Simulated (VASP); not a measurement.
# H6C2O in VASP: a series of runs

The runs below take H6C2O through single point, with PBE+D3(BJ).

Program: VASP 6.6.1. These are calculated values, not measurements. Logs are shortened: lines on timing, memory, paths and dates and some standing lists are left out, and cuts for length are marked.

## Step 1: The cell of the first run

The cell holds an amorphous packing of atoms, 36 atoms: a = 7.294 Å, b = 7.294 Å, c = 7.294 Å, α = 90.00°, β = 90.00°, γ = 90.00°.

## Step 2: Single point, PBE+D3(BJ)

File INCAR:

```
SYSTEM = H6C2O
ALGO     = Normal         ! electronic algorithm
EDIFF    = 1E-6           ! SCF threshold, eV
ENCUT    = 520            ! plane-wave cutoff, eV
GGA      = PE             ! functional
ISIF     = 2              ! what is computed and relaxed
ISMEAR   = -1             ! smearing method
IVDW     = 12             ! dispersion correction
LASPH    = .TRUE.         ! aspherical terms in the spheres
LCHARG   = .FALSE.        ! write CHGCAR
LREAL    = Auto         
LWAVE    = .FALSE.        ! write WAVECAR
NBANDS   = 64             ! bands
NELM     = 80             ! most SCF steps
PREC     = Accurate       ! precision mode
SIGMA    = 0.02           ! smearing width, eV
```

File KPOINTS:

```
k-points
0
G
  1 1 1
  0 0 0
```

File POSCAR:

```
H6C2O
1.0
    7.2936330000      0.0000000000      0.0000000000
    0.0000000000      7.2936330000      0.0000000000
    0.0000000000      0.0000000000      7.2936330000
C O H
8 4 24
Direct
    0.2068738404      0.5207441596      0.3043531699
    0.0490737184      0.6518778605      0.2768487472
    0.5927225357      0.2860791089      0.7001072921
    0.7686786124      0.1871590678      0.7487478136
    0.3292737582      0.7173443322      0.8776455677
    0.1462821633      0.6947353079      0.7835582864
    0.5510497533     -0.0020964651      0.2167255363
    0.3951438306      0.1312945121      0.1881603419
   -0.1134413062      0.5445060793      0.2495732391
    0.7450603210     -0.0035998288      0.7097475238
    0.1252910250      0.5058355709      0.7355447872
    0.2234079709      0.0358885750      0.1900883248
   -0.2137102072      0.6284224211      0.2259647402
    0.0350907355      0.7447356874      0.3949338474
    0.0768643315      0.7381677605      0.1569069587
    0.3366446383      0.5940859719      0.3227257073
    0.1847097167      0.4338502000      0.4250767790
    0.2192456852      0.4337089854      0.1826008484
    0.8586363959     -0.0660174088      0.7400480413
    0.8835540477      0.2428449372      0.6674946814
    0.8021303612      0.2083509304      0.8947654899
    0.6038785689      0.4329589036      0.7294369779
    0.5617605977      0.2689853471      0.5542910137
    0.4776962886      0.2312106892      0.7795994852
    0.0073033979      0.4913670495      0.6757060760
    0.0344908461      0.7370570580      0.8767355587
    0.1410421279      0.7835199914      0.6613073532
    0.3455983502      0.8591704804      0.9225027137
    0.3375340771      0.6287265150      0.9984099969
    0.4415768215      0.6818997577      0.7845491490
    0.1261394198      0.1255447682      0.1738355382
    0.3982125746      0.2333451890      0.2985464011
    0.4113736970      0.2058079572      0.0576647749
    0.6814222944      0.0722477508      0.2193185914
    0.5339887383     -0.0733225924      0.3478841294
    0.5559571723     -0.1028849299      0.1058488171
```

Potentials or basis: VASP PAW PBE potentials, release 64 (C, O, H).

The run is started by

```console
$ cat potpaw_PBE.64/C/POTCAR potpaw_PBE.64/O/POTCAR potpaw_PBE.64/H/POTCAR > POTCAR
$ mpirun -np 1 vasp_gam > vasp.out
```

OUTCAR:

```text
SYSTEM = H6C2O
   EDIFF = 1E-6
   ENCUT = 520
   GGA = PE
   ISIF = 2
   ISMEAR = -1
   IVDW = 12
   LASPH = .TRUE.
   LREAL = Auto
   NELM = 80
   PREC = Accurate
 IVDW          = 12

 ion  position               nearest neighbor table
   1  0.207  0.521  0.304-  18 1.10  16 1.10  17 1.10   2 1.51
   2  0.049  0.652  0.277-  15 1.10  14 1.10   9 1.43   1 1.51
   3  0.593  0.286  0.700-  23 1.09  22 1.10  24 1.10   4 1.51
   4  0.769  0.187  0.749-  21 1.10  20 1.10  10 1.43   3 1.51
   5  0.329  0.717  0.878-  28 1.09  29 1.09  30 1.09   6 1.51
   6  0.146  0.695  0.784-  27 1.10  26 1.11  11 1.43   5 1.51
   7  0.551  0.998  0.217-  36 1.09  34 1.09  35 1.10   8 1.51
   8  0.395  0.131  0.188-  32 1.10  33 1.10  12 1.43   7 1.51
   9  0.887  0.545  0.250-  13 0.97   2 1.43
  10  0.745  0.996  0.710-  19 0.97   4 1.43
  11  0.125  0.506  0.736-  25 0.97   6 1.43
  12  0.223  0.036  0.190-  31 0.97   8 1.43
  13  0.786  0.628  0.226-   9 0.97
  14  0.035  0.745  0.395-   2 1.10
  15  0.077  0.738  0.157-   2 1.10
  16  0.337  0.594  0.323-   1 1.10
  17  0.185  0.434  0.425-   1 1.10
  18  0.219  0.434  0.183-   1 1.10
[... 16 lines left out ...]
  35  0.534  0.927  0.348-   7 1.10
  36  0.556  0.897  0.106-   7 1.09

  LATTYP: Found a simple cubic cell.
 ALAT       =     7.2936330000

  Lattice vectors:

 A1 = (   7.2936330000,   0.0000000000,   0.0000000000)
 A2 = (   0.0000000000,   7.2936330000,   0.0000000000)
 A3 = (   0.0000000000,   0.0000000000,   7.2936330000)

Analysis of symmetry for initial positions (statically):
=====================================================================
 Subroutine PRICEL returns:
 Original cell was already a primitive cell.

 Routine SETGRP: Setting up the symmetry group for a
 simple cubic supercell.

 Subroutine GETGRP returns: Found  1 space group operations
 (whereof  1 operations were pure point group operations)
 out of a pool of 48 trial point group operations.

The static configuration has the point symmetry C_1 .

Analysis of symmetry for dynamics (positions and initial velocities):
=====================================================================
 Subroutine PRICEL returns:
 Original cell was already a primitive cell.

 Routine SETGRP: Setting up the symmetry group for a
 simple cubic supercell.

 Subroutine GETGRP returns: Found  1 space group operations
 (whereof  1 operations were pure point group operations)
 out of a pool of 48 trial point group operations.

The dynamic configuration has the point symmetry C_1 .

 Subroutine INISYM returns: Found  1 space group operations
 (whereof  1 operations are pure point group operations),
 and found     1 'primitive' translations

----------------------------------------------------------------------------------------

                                     Primitive cell

  volume of cell :     388.0000

  direct lattice vectors                    reciprocal lattice vectors
     7.293633000  0.000000000  0.000000000     0.137105884  0.000000000  0.000000000
     0.000000000  7.293633000  0.000000000     0.000000000  0.137105884  0.000000000
     0.000000000  0.000000000  7.293633000     0.000000000  0.000000000  0.137105884

  length of vectors
     7.293633000  7.293633000  7.293633000     0.137105884  0.137105884  0.137105884

  position of ions in fractional coordinates (direct lattice)
     0.206873840  0.520744160  0.304353170
     0.049073718  0.651877861  0.276848747
     0.592722536  0.286079109  0.700107292
     0.768678612  0.187159068  0.748747814
     0.329273758  0.717344332  0.877645568
     0.146282163  0.694735308  0.783558286
[... 28 lines left out ...]
     0.533988738  0.926677408  0.347884129
     0.555957172  0.897115070  0.105848817

  ion indices of the primitive-cell ions
   primitive index   ion index
                 1           1
                 2           2
                 3           3
                 4           4
                 5           5
                 6           6
[... 28 lines left out ...]
                35          35
[... 47 lines left out ...]
   TEBEG  =    0.0;   TEEND  =   0.0 temperature during run
   PSTRESS=    0.0 pullay stress
   NELECT =      80.0000    total number of electrons
   NUPDOWN=      -1.0000    fix difference up-down
   EMIN   =  10.00;   EMAX   =-10.00  energy-range for DOS
   EFERMI =   0.00;   METHOD = LEGACY
   ISMEAR =    -1;   SIGMA  =   0.02  broadening in eV -4-tet -1-fermi 0-gaus
   EFERMI_NEDOS =   21; number of points for ismear=-14 and -15
   IALGO  =     38    algorithm
   IMIX   =      4    mixing-type and parameters
     AMIX     =   0.40;   BMIX     =  1.00
     AMIX_MAG =   1.60;   BMIX_MAG =  1.00
  volume/ion in A,a.u.               =      10.78        72.73
  Fermi-wavevector in a.u.,A,eV,Ry     =   0.967151  1.827650 12.726630  0.935381
  Thomas-Fermi vector in A             =   2.097013
   LORBIT       =      0    0 simple, 1 ext, 2 COOP (PROOUT), +10 PAW based schemes
   GGA     = PE    functional components
   LHFCALC =     F    Hartree Fock is set to
   AEXX    =    0.0000 exact exchange contribution
   IVDW    =    12    specifies the selected vdW correction
   LEPSILON=     F    determine dielectric tensor
   LRPA    =     F    only Hartree local field effects (RPA)
 non-spin polarized calculation
  energy-cutoff  :      520.00
  volume of cell :      388.00
 maximum number of plane-waves:      5198
 NGX is ok and might be reduce to    54
   NGX = 27   NGY = 27   NGZ = 27

 number of electron      80.0000015 magnetization

 Free energy of the ion-electron system (eV)
  ---------------------------------------------------
  ext. energy  EPLUGINS =         0.00000000
  ---------------------------------------------------
  free energy    TOTEN  =      -187.36867385 eV

  energy without entropy =     -187.36867385  energy(sigma->0) =     -187.36867385

 E-fermi :  -2.3527     XC(G=0):  -6.4614

 val. band max:       -2.9020265587   @ k =   0.0000   0.0000   0.0000
 cond. band min:       1.7155623479   @ k =   0.0000   0.0000   0.0000
 fundamental gap:      4.6175889066
 Fermi energy:        -2.3527360725

 k-point     1 :       0.0000    0.0000    0.0000
  band No.  band energies     occupation
      1     -22.4791      2.00000
      2     -22.4228      2.00000
      3     -22.3886      2.00000
      4     -22.3399      2.00000
      5     -15.5940      2.00000
      6     -15.5328      2.00000
[... 44 lines left out ...]
     51       5.3179      0.00000
     52       5.5275      0.00000
 [bands above 52 left out]

------------------------ aborting loop because EDIFF is reached ----------------------------------------

 Edisp (eV)   -1.31758

 E8    (eV) :    -0.2895

  FORCE on cell =-STRESS in cart. coord.  units (eV):
  Direction    XX          YY          ZZ          XY          YZ          ZX
  --------------------------------------------------------------------------------------
  -------------------------------------------------------------------------------------
  Total       1.29054     1.93007     2.41797     0.28280     0.66201    -0.27825
  in kB       5.32904     7.96990     9.98457     1.16777     2.73364    -1.14898
  external pressure =        7.76 kB  Pullay stress =        0.00 kB

 VOLUME and BASIS-vectors are now :
 -----------------------------------------------------------------------------
  energy-cutoff  :      520.00
  volume of cell :      388.00
      direct lattice vectors                 reciprocal lattice vectors
     7.293633000  0.000000000  0.000000000     0.137105884  0.000000000  0.000000000
     0.000000000  7.293633000  0.000000000     0.000000000  0.137105884  0.000000000
     0.000000000  0.000000000  7.293633000     0.000000000  0.000000000  0.137105884

 POSITION                                       TOTAL-FORCE (eV/Angst)
 -----------------------------------------------------------------------------------
      1.50886      3.79812      2.21984        -0.108817     -0.107955     -0.004831
      0.35793      4.75456      2.01923         0.247676      0.080886     -0.056125
      4.32310      2.08656      5.10633         0.077123     -0.083161     -0.046302
      5.60646      1.36507      5.46109        -0.061559      0.190420      0.033298
      2.40160      5.23205      6.40122        -0.065118      0.025661     -0.073151
      1.06693      5.06714      5.71499         0.144272      0.081127      0.032612
[... 28 lines left out ...]
      3.89472      6.75884      2.53734         0.058428     -0.053401      0.120731
      4.05495      6.54323      0.77202         0.079946     -0.099759     -0.063123
 -----------------------------------------------------------------------------------
    total drift:                               -0.008076      0.006227      0.005237

  FREE ENERGIE OF THE ION-ELECTRON SYSTEM (eV)
  ---------------------------------------------------
  free  energy   TOTEN  =      -188.6862572702 eV

  energy  without entropy=     -188.6862572702  energy(sigma->0) =     -188.68625727
```

It took 27 s on 1 thread of Intel Xeon 6975P-C (Granite Rapids), shared host; peak memory 0.35 GiB.

Results:

| Quantity | Value |
| --- | --- |
| Free energy | -188.6863 eV |
| Pressure | 0.8 GPa |
| Largest force | 0.267 eV/Å |
| Band gap on the k mesh | 4.62 eV |
| Dispersion energy per atom | -0.037 eV |

Forces on the atoms (eV/Å):
```
C   -0.109 -0.108 -0.005
C    0.248  0.081 -0.056
C    0.077 -0.083 -0.046
C   -0.062  0.190  0.033
C   -0.065  0.026 -0.073
C    0.144  0.081  0.033
C   -0.096 -0.110 -0.029
C    0.209  0.146  0.026
O   -0.197 -0.138  0.052
O   -0.048 -0.185 -0.035
O   -0.069 -0.066  0.043
O   -0.132 -0.066  0.001
H   -0.124  0.053 -0.018
H   -0.120 -0.003  0.067
H   -0.048  0.073  0.044
H   -0.008  0.050  0.050
H    0.056  0.022 -0.043
H    0.007  0.044 -0.017
H    0.092 -0.080  0.020
H    0.074 -0.015 -0.056
H    0.015  0.004  0.074
H    0.009  0.042  0.015
H    0.001  0.029 -0.067
H   -0.092 -0.004  0.007
H   -0.109 -0.063 -0.060
H   -0.070  0.026  0.070
H    0.023 -0.014 -0.109
H    0.009  0.079 -0.025
H    0.014 -0.021  0.032
H    0.071  0.032 -0.113
H    0.052  0.058  0.042
H    0.020  0.058  0.066
H    0.045 -0.016 -0.036
H    0.045  0.033  0.057
H    0.058 -0.053  0.121
H    0.080 -0.100 -0.063
```

Caveat: the k points lie up to 0.86 Å⁻¹ apart.

[end of part 1 of 2]
